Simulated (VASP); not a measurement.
## NiO: single point with PBE+U

NiO:

```
Ni O
1.0
     0.00000    2.10048    2.10048
     2.10048    0.00000    2.10048
     2.10048    2.10048    0.00000
Ni O
1 1
Direct
  0.00000 0.00000 0.00000
  0.50000 0.50000 0.50000
```

* Program: VASP 6.6.1
* Task: single point
* Functional: PBE
* Potentials or basis: VASP PAW PBE potentials, release 64 (Ni, O)
* Cutoff: 600 eV
* k mesh: 8 × 8 × 8
* Occupations: fermi-dirac, width 0.03 eV
* Spin: collinear spin, ferromagnetic start
* Starting moments: [2.0, 0.0] μB
* Fixed moment: 2 μB
* Hubbard terms: Ni d U = 6.2 eV

The pressure is -0.8 GPa, the net moment is 2.00 μB per cell and the site moments are Ni +1.82; O +0.17 μB. The valence electrons inside the program's atomic spheres are Ni 8.96; O 5.02.

Eigenvalues of the final occupation matrices:
| site | spin | trace | eigenvalues |
| --- | --- | --- | --- |
| site 1 d | 1 | 5.02 | 0.98 0.98 0.98 1.04 1.04 |
| site 1 d | 2 | 3.22 | 0.14 0.14 0.98 0.98 0.98 |

Wall time 13 s on 1 thread of Intel(R) Xeon(R) 6975P-C (Granite Rapids), with other jobs on the host, peak memory 0.15 GiB.

Caveat: the total moment is fixed, so each spin has its own Fermi level; a cell with one magnetic atom can't hold antiferromagnetic order, which such compounds often take. The state reached can hang on the start; a lower one may exist.
